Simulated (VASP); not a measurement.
Write the native input for VASP 6.6.1 that does the following.

| Item | Value |
| --- | --- |
| Task | single point |
| Functional | PBE |
| Potentials or basis | VASP PAW PBE potentials, release 64 (Si, Be) |
| Cutoff | 520 eV |
| k mesh | 9 × 9 × 9 |
| Occupations | fermi-dirac, width 0.05 eV |
| Spin | no spin polarisation |
| Dipole correction | no |
| Further INCAR settings | ALGO = Fast; EDIFF = 1e-06; NBANDS = 11 |

The structure of Be2Si lies in POSCAR:

```
Be2Si
1.0
    0.0000000000      2.6400000000      2.6400000000
    2.6400000000      0.0000000000      2.6400000000
    2.6400000000      2.6400000000      0.0000000000
Si Be
1 2
Direct
    0.0000000000      0.0000000000      0.0000000000
    0.2500000000      0.2500000000      0.2500000000
    0.7500000000      0.7500000000      0.7500000000
```

The input as run:

INCAR

```
PREC     = Accurate       # precision mode
ENCUT    = 520            # plane-wave cutoff, eV
EDIFF    = 1E-6           # SCF threshold, eV
ISMEAR   = -1             # smearing method
SIGMA    = 0.05           # smearing width, eV
LREAL    = F              # projectors in reciprocal space
LASPH    = T              # aspherical terms in the spheres
NELM     = 80             # most SCF steps
ALGO     = Fast           # electronic algorithm
ISIF     = 2              # what is computed and relaxed
LWAVE    = F              # write WAVECAR
LCHARG   = T              # write CHGCAR
GGA      = PE             # functional
LELF     = T              # ELF
LVHAR    = T            
NBANDS   = 11             # bands
```

KPOINTS

```
Automatic mesh
0
Gamma
  9 9 9
```

Potentials or basis: VASP PAW PBE potentials, release 64 (Si, Be).

Command:

```console
$ cat potpaw_PBE.64/Si/POTCAR potpaw_PBE.64/Be/POTCAR > POTCAR
$ mpirun -np 1 vasp_std > vasp.out
```

It gave:

* Pressure: 0.2 GPa
* Band gap on the k mesh: zero (band 4 reaches 7.09 eV, above the bottom of band 5 at 6.48 eV)

Wall time 19 s on 1 thread of Intel Xeon 8259CL (shared host), peak memory 0.15 GiB.
